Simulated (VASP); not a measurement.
Here is a VASP 6.6.1 calculation.

Contents of INCAR:

```
SYSTEM = MgI2
PREC = Accurate ; ENCUT = 520
EDIFF = 1E-6 ; ISMEAR = 0
SIGMA = 0.02 ; LREAL = .False.
LASPH = .True. ; NELM = 80
ALGO = Normal ; ISIF = 2
LWAVE = .False. ; LCHARG = .False.
GGA = PS ; NBANDS = 15
```

The input KPOINTS:

```
regular mesh
0
Gamma
  6 6 4
  0 0 0
```

Contents of POSCAR:

```
MgI2
1.0
    4.4237321663      0.0000000000      0.0000000000
   -2.2118660831      3.8310644355      0.0000000000
    0.0000000000      0.0000000000      6.8963786200
Mg I
1 2
Direct
    0.0000000000      0.0000000000      0.0000000000
    0.3333333333      0.6666666667      0.7683389321
    0.6666666667      0.3333333333      0.2316610679
```

Potentials or basis: VASP PAW PBE potentials, release 64 (Mg, I).

The run is started by

```sh
$ cat potpaw_PBE.64/Mg/POTCAR potpaw_PBE.64/I/POTCAR > POTCAR
$ mpirun -np 1 vasp_std > vasp.out
```

Problem. Estimate the pressure.

Solution. -2.4 GPa.

Problem. Estimate the band gap on the k mesh.

Solution. 2.85 eV, direct.

Problem. Predict the largest force.

Solution. 0.149 eV/Å.

Forces on the atoms (eV/Å):
```
Mg   0.000  0.000  0.000
I    0.000  0.000  0.149
I    0.000  0.000 -0.149
```

Caveat: the cell differs from its parent crystal (strained); the PAW data sets were made with another functional, which shifts forces and pressure a little; spin-orbit coupling is left out, which moves the levels of the heavy elements; this functional lacks dispersion, which binds the layers, so the pressure and a relaxed spacing across them are unreliable. A k mesh can miss the band edges.
